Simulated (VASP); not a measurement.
Set up this calculation in VASP 6.6.1, as the native input.

- Task: single point
- Functional: PBE
- Potentials or basis: VASP PAW PBE potentials, release 64 (Al, H)
- Cutoff: 520 eV
- k mesh: 6 × 2 × 2
- Occupations: gaussian, width 0.1 eV
- Spin: no spin polarisation
- Dipole correction: no
- Further INCAR settings: ALGO = Normal; EDIFF = 1e-06; NBANDS = 15

The structure of AlH7 lies in POSCAR:

```
AlH7
1.0
    2.6087933328      0.0000000000      0.0000000000
    0.0000000000      5.7467294663      3.8586334144
    0.0000000000     -5.7467294663      3.8586334144
Al H
1 7
Direct
    0.5000000000      0.4429875130      0.4429875130
    0.6435549670      0.1493440520      0.8504453301
    0.3564450330      0.8504453301      0.1493440520
    0.6435549670      0.8504453301      0.1493440520
    0.3564450330      0.1493440520      0.8504453301
    0.0000000000      0.2868077539      0.4844186266
    0.0000000000      0.4844186266      0.2868077539
    0.5000000000      0.6478562021      0.6478562021
```

One way to write it, as run:

INCAR

```
PREC     = Accurate       # precision mode
ENCUT    = 520            # plane-wave cutoff, eV
EDIFF    = 1E-6           # SCF threshold, eV
ISMEAR   = 0              # smearing method
SIGMA    = 0.1            # smearing width, eV
LREAL    = False          # projectors in reciprocal space
LASPH    = True           # aspherical terms in the spheres
NELM     = 100            # most SCF steps
ALGO     = Normal         # electronic algorithm
ISIF     = 2              # what is computed and relaxed
LWAVE    = False          # write WAVECAR
LCHARG   = True           # write CHGCAR
GGA      = PE             # functional
LELF     = True           # ELF
LVHAR    = True         
NBANDS   = 15             # bands
```

KPOINTS

```
regular mesh
0
Gamma
  6 2 2
```

Potentials or basis: VASP PAW PBE potentials, release 64 (Al, H).

Run with:

```console
$ cat potpaw_PBE.64/Al/POTCAR potpaw_PBE.64/H/POTCAR > POTCAR
$ mpirun -np 1 vasp_std > vasp.out
```

It gave:

```json
{
  "Pressure": "-0.1 GPa",
  "Largest force": "0.017 eV/Å",
  "Band gap on the k mesh": "3.13 eV (least direct gap 3.17 eV)"
}
```

Caveat: the k points lie up to 0.49 Å⁻¹ apart.

Run time: 13 s on 1 thread of Intel(R) Xeon(R) 6975P-C (Granite Rapids) (shared host), peak memory 0.23 GiB.
